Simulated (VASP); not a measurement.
# ZnSe (Stilleite) (F-43m) in VASP: density of states with PBE

Aim: the density of states of ZnSe (Stilleite) with PBE.

Program: VASP 6.6.1. These are calculated values, not measurements. Logs are shortened: lines on timing, memory, paths and dates and some standing lists are left out, and cuts for length are marked.

### Step 1. The cell of the first run

It takes space group F-43m (No. 216, cubic). Conventional cell: a = 5.668 Å, b = 5.668 Å, c = 5.668 Å, α = 90.00°, β = 90.00°, γ = 90.00°. Within 3.2 Å of Zn (site symmetry -43m) lie 4 Se at 2.45 Å. Se (site symmetry -43m) has 4 Zn at 2.45 Å within 3.2 Å.

### Step 2. Density of states, PBE

File POSCAR:

```
ZnSe
1.0
    0.0000000000      2.8338000000      2.8338000000
    2.8338000000      0.0000000000      2.8338000000
    2.8338000000      2.8338000000      0.0000000000
Zn Se
1 1
Direct
    0.0000000000      0.0000000000      0.0000000000
    0.2500000000      0.2500000000      0.2500000000
```

File INCAR.step1:

```
SYSTEM = ZnSe
ALGO = Normal
EDIFF = 1E-7
ENCUT = 520
GGA = PE
ISIF = 2
ISMEAR = 0
LASPH = .True.
LCHARG = .True.
LREAL = .False.
LWAVE = .False.
NBANDS = 16
NELM = 60
PREC = Accurate
SIGMA = 0.01
```

File KPOINTS.step1:

```
k-points
0
Gamma
  6 6 6
  0 0 0
```

File INCAR.step2:

```
SYSTEM = ZnSe
ALGO = Normal
EDIFF = 1E-7
ENCUT = 520
GGA = PE
ICHARG = 11
ISIF = 2
ISMEAR = -5
LASPH = .True.
LCHARG = .False.
LORBIT = 11
LREAL = .False.
LWAVE = .False.
NEDOS = 1001
NELM = 60
PREC = Accurate
SIGMA = 0.01
```

File KPOINTS.step2:

```
k-points
0
Gamma
  9 9 9
  0 0 0
```

Potentials or basis: VASP PAW PBE potentials, release 64 (Zn, Se).

Started as:

```
> cat potpaw_PBE.64/Zn/POTCAR potpaw_PBE.64/Se/POTCAR > POTCAR
> cp INCAR.step1 INCAR
> cp KPOINTS.step1 KPOINTS
> mpirun -np 1 vasp_std > vasp.out
> cp INCAR.step2 INCAR
> cp KPOINTS.step2 KPOINTS
> mpirun -np 1 vasp_std > vasp.out
```

OUTCAR:

```text
SYSTEM = ZnSe
   EDIFF = 1E-7
   ENCUT = 520
   GGA = PE
   ICHARG = 11
   ISIF = 2
   ISMEAR = -5
   LASPH = .True.
   LORBIT = 11
   LREAL = .False.
   NELM = 60
   PREC = Accurate

 ion  position               nearest neighbor table
   1  0.000  0.000  0.000-   2 2.45   2 2.45   2 2.45   2 2.45
   2  0.250  0.250  0.250-   1 2.45   1 2.45   1 2.45   1 2.45

  LATTYP: Found a face centered cubic cell.
 ALAT       =     5.6676000000

  Lattice vectors:

 A1 = (   0.0000000000,   2.8338000000,   2.8338000000)
 A2 = (   2.8338000000,   0.0000000000,   2.8338000000)
 A3 = (   2.8338000000,   2.8338000000,   0.0000000000)

Analysis of symmetry for initial positions (statically):
=====================================================================
 Subroutine PRICEL returns:
 Original cell was already a primitive cell.

 Routine SETGRP: Setting up the symmetry group for a
 face centered cubic supercell.

 Subroutine GETGRP returns: Found 24 space group operations
 (whereof 24 operations were pure point group operations)
 out of a pool of 48 trial point group operations.

The static configuration has the point symmetry T_d .

Analysis of symmetry for dynamics (positions and initial velocities):
=====================================================================
 Subroutine PRICEL returns:
 Original cell was already a primitive cell.

 Routine SETGRP: Setting up the symmetry group for a
 face centered cubic supercell.

 Subroutine GETGRP returns: Found 24 space group operations
 (whereof 24 operations were pure point group operations)
 out of a pool of 48 trial point group operations.

The dynamic configuration has the point symmetry T_d .

 Subroutine INISYM returns: Found 24 space group operations
 (whereof 24 operations are pure point group operations),
 and found     1 'primitive' translations

----------------------------------------------------------------------------------------

                                     Primitive cell

  volume of cell :      45.5132

  direct lattice vectors                    reciprocal lattice vectors
     0.000000000  2.833800000  2.833800000    -0.176441527  0.176441527  0.176441527
     2.833800000  0.000000000  2.833800000     0.176441527 -0.176441527  0.176441527
     2.833800000  2.833800000  0.000000000     0.176441527  0.176441527 -0.176441527

  length of vectors
     4.007598393  4.007598393  4.007598393     0.305605690  0.305605690  0.305605690

  position of ions in fractional coordinates (direct lattice)
     0.000000000  0.000000000  0.000000000
     0.250000000  0.250000000  0.250000000

  ion indices of the primitive-cell ions
   primitive index   ion index
                 1           1
                 2           2

----------------------------------------------------------------------------------------

 KPOINTS: k-points

Automatic generation of k-mesh.
 Grid dimensions read from file:
 generate k-points for:    9    9    9

 Generating k-lattice:

  Cartesian coordinates                     Fractional coordinates (reciprocal lattice)
    -0.019604614  0.019604614  0.019604614     0.111111111  0.000000000  0.000000000
     0.019604614 -0.019604614  0.019604614     0.000000000  0.111111111  0.000000000
     0.019604614  0.019604614 -0.019604614     0.000000000  0.000000000  0.111111111

  Length of vectors
     0.033956188  0.033956188  0.033956188

  Shift w.r.t. Gamma in fractional coordinates (k-lattice)
     0.000000000  0.000000000  0.000000000

 TETIRR: Found    115 inequivalent tetrahedra from     4374

 Subroutine IBZKPT returns following result:
 ===========================================

 Found     35 irreducible k-points:

 Following reciprocal coordinates:
            Coordinates               Weight
  0.000000  0.000000  0.000000      1.000000
  0.111111  0.000000  0.000000      8.000000
  0.222222  0.000000  0.000000      8.000000
  0.333333  0.000000  0.000000      8.000000
  0.444444  0.000000  0.000000      8.000000
  0.111111  0.111111  0.000000      6.000000
[... 16 lines left out ...]
 -0.333333  0.333333  0.000000     12.000000
  0.444444  0.444444  0.000000      6.000000
 [... further k-points ...]
   k-points           NKPTS =     35   k-points in BZ     NKDIM =     35   number of bands    NBANDS=     13
   number of dos      NEDOS =   1001   number of ions     NIONS =      2
   total plane-waves  NPLWV =  27000
   dimension x,y,z NGX =    30 NGY =   30 NGZ =   30
   dimension x,y,z NGXF=    60 NGYF=   60 NGZF=   60
   ions per type =               1   1
   NGX,Y,Z   is equivalent  to a cutoff of  12.44, 12.44, 12.44 a.u.
   NGXF,Y,Z  is equivalent  to a cutoff of  24.89, 24.89, 24.89 a.u.
 SYSTEM =  ZnSe
   PREC   = accura    normal or accurate (medium, high low for compatibility)
   ISTART =      0    job   : 0-new  1-cont  2-samecut
   ICHARG =     11    charge: 1-file 2-atom 10-const
   ISPIN  =      1    spin polarized calculation?
   LNONCOLLINEAR =      F non collinear calculations
   LSORBIT =      F    spin-orbit coupling
   LASPH  =      T    aspherical Exc in radial PAW
   ENCUT  =  520.0 eV  38.22 Ry    6.18 a.u.   7.45  7.45  7.45*2*pi/ulx,y,z
   NELM   =     60;   NELMIN=  2; NELMDL=  0     # of ELM steps
   EDIFF  = 0.1E-06   stopping-criterion for ELM
   LREAL  =      F    real-space projection
   EDIFFG = 0.1E-05   stopping-criterion for IOM
   NSW    =      0    number of steps for IOM
   IBRION =     -1    ionic relax: 0-MD 1-quasi-New 2-CG
   NFREE  =      0    steps in history (QN), initial steepest desc. (CG)
   ISIF   =      2    stress and relaxation
   ISYM   =      2    0-nonsym 1-usesym 2-fastsym
   POTIM  = 0.5000    time-step for ionic-motion
   TEBEG  =    0.0;   TEEND  =   0.0 temperature during run
   PSTRESS=    0.0 pullay stress
   NELECT =      18.0000    total number of electrons
   NUPDOWN=      -1.0000    fix difference up-down
   EMIN   =  10.00;   EMAX   =-10.00  energy-range for DOS
   EFERMI =   0.00;   METHOD = LEGACY
   ISMEAR =    -5;   SIGMA  =   0.01  broadening in eV -4-tet -1-fermi 0-gaus
   EFERMI_NEDOS =   21; number of points for ismear=-14 and -15
   IALGO  =     38    algorithm
   IMIX   =      4    mixing-type and parameters
     AMIX     =   0.40;   BMIX     =  1.00
     AMIX_MAG =   1.60;   BMIX_MAG =  1.00
  volume/ion in A,a.u.               =      22.76       153.57
  Fermi-wavevector in a.u.,A,eV,Ry     =   1.201673  2.270834 19.647073  1.444019
  Thomas-Fermi vector in A             =   2.337476
   LORBIT       =     11    0 simple, 1 ext, 2 COOP (PROOUT), +10 PAW based schemes
   GGA     = PE    functional components
   LHFCALC =     F    Hartree Fock is set to
   AEXX    =    0.0000 exact exchange contribution
   IVDW    =     0    specifies the selected vdW correction
   LEPSILON=     F    determine dielectric tensor
   LRPA    =     F    only Hartree local field effects (RPA)
 non-spin polarized calculation
 Fermi weights with tetrahedron method with Bloechl corrections
  energy-cutoff  :      520.00
  volume of cell :       45.51
 maximum number of plane-waves:      1243
 NGX is ok and might be reduce to    30

 number of electron      18.0000012 magnetization

 Free energy of the ion-electron system (eV)
  ---------------------------------------------------
  ext. energy  EPLUGINS =         0.00000000
  ---------------------------------------------------
  free energy    TOTEN  =        -6.01990198 eV

  energy without entropy =       -6.01990198  energy(sigma->0) =       -6.01990198

 E-fermi :   1.6284     XC(G=0):  -9.3200

 val. band max:        1.6166131133   @ k =   0.0000   0.0000   0.0000
 cond. band min:       2.9054900185   @ k =   0.0000   0.0000   0.0000
 fundamental gap:      1.2888769051
 Fermi energy:         1.6283658983

 k-point     1 :       0.0000    0.0000    0.0000
  band No.  band energies     occupation
      1     -11.6420      2.00000
      2      -4.9329      2.00000
      3      -4.9329      2.00000
      4      -4.9329      2.00000
      5      -4.5621      2.00000
      6      -4.5621      2.00000
      7       1.6166      2.00000
      8       1.6166      2.00000
      9       1.6166      2.00000
     10       2.9055      0.00000
     11       7.4144      0.00000
     12       7.4144      0.00000
     13       7.4144      0.00000

 k-point     2 :       0.1111    0.0000    0.0000
  band No.  band energies     occupation
      1     -11.5619      2.00000
      2      -4.9279      2.00000
      3      -4.9202      2.00000
      4      -4.9202      2.00000
      5      -4.5633      2.00000
      6      -4.5633      2.00000
      7       0.4923      2.00000
      8       1.4941      2.00000
      9       1.4941      2.00000
     10       3.7745      0.00000
     11       7.3460      0.00000
     12       7.6211      0.00000
     13       7.6211      0.00000

 k-point     3 :       0.2222    0.0000    0.0000
  band No.  band energies     occupation
      1     -11.3466      2.00000
      2      -4.8912      2.00000
      3      -4.8902      2.00000
      4      -4.8902      2.00000
      5      -4.5631      2.00000
      6      -4.5631      2.00000
      7      -1.0614      2.00000
      8       1.2148      2.00000
      9       1.2148      2.00000
     10       4.3423      0.00000
     11       7.8958      0.00000
     12       7.9890      0.00000
     13       7.9890      0.00000
[... 305 lines left out ...]
 k-point    23 :      -0.3333    0.3333    0.0000
  band No.  band energies     occupation
      1     -10.6513      2.00000
      2      -4.8340      2.00000
      3      -4.7527      2.00000
      4      -4.6048      2.00000
      5      -4.5543      2.00000
      6      -4.3342      2.00000
      7      -3.0530      2.00000
      8      -1.5308      2.00000
      9       0.0929      2.00000
     10       5.4560      0.00000
     11       7.9510      0.00000
     12      10.0428      0.00000
     13      10.1236      0.00000

 k-point    24 :       0.4444    0.4444    0.0000
  band No.  band energies     occupation
      1     -10.6220      2.00000
      2      -4.9027      2.00000
      3      -4.6898      2.00000
      4      -4.6898      2.00000
      5      -4.5152      2.00000
      6      -4.4270      2.00000
      7      -3.0006      2.00000
      8      -0.5179      2.00000
      9      -0.5179      2.00000
     10       4.6468      0.00000
     11       5.1355      0.00000
     12      12.0476      0.00000
     13      12.5075      0.00000

 [... further k-points ...]
[... 5 lines left out ...]
  --------------------------------------------------------------------------------------
  -------------------------------------------------------------------------------------
  Total        0.6488877      0.6488877      0.6488877      0.0000000      0.0000000      0.0000000
  in kB       22.8424418     22.8424418     22.8424418      0.0000000      0.0000000      0.0000000
  external PRESSURE =      22.8424418 kB  Pullay stress =       0.0000000 kB

 VOLUME and BASIS-vectors are now :
 -----------------------------------------------------------------------------
  energy-cutoff  :      520.00
  volume of cell :       45.51
      direct lattice vectors                 reciprocal lattice vectors
     0.000000000  2.833800000  2.833800000    -0.176441527  0.176441527  0.176441527
     2.833800000  0.000000000  2.833800000     0.176441527 -0.176441527  0.176441527
     2.833800000  2.833800000  0.000000000     0.176441527  0.176441527 -0.176441527

 POSITION                                       TOTAL-FORCE (eV/Angst)
 -----------------------------------------------------------------------------------
      0.00000      0.00000      0.00000        -0.000000     -0.000000     -0.000000
      1.41690      1.41690      1.41690         0.000000      0.000000      0.000000
 -----------------------------------------------------------------------------------
    total drift:                               -0.000001     -0.000001     -0.000001

  FREE ENERGIE OF THE ION-ELECTRON SYSTEM (eV)
  ---------------------------------------------------
  free  energy   TOTEN  =        -6.0199019818 eV

  energy  without entropy=       -6.0199019818  energy(sigma->0) =       -6.01990198

 total charge

# of ion       s       p       d       tot
------------------------------------------
    1        0.534   0.447   9.786  10.767
    2        1.436   2.428   0.030   3.894
--------------------------------------------------
tot          1.971   2.875   9.816  14.661
```

Run time: 53 s. Hardware: 1 thread of Intel Xeon 6975P-C, shared host; peak memory 0.17 GiB.

What came out:

```
Valence electrons inside the program's atomic spheres : Zn 10.77; Se 3.89
```
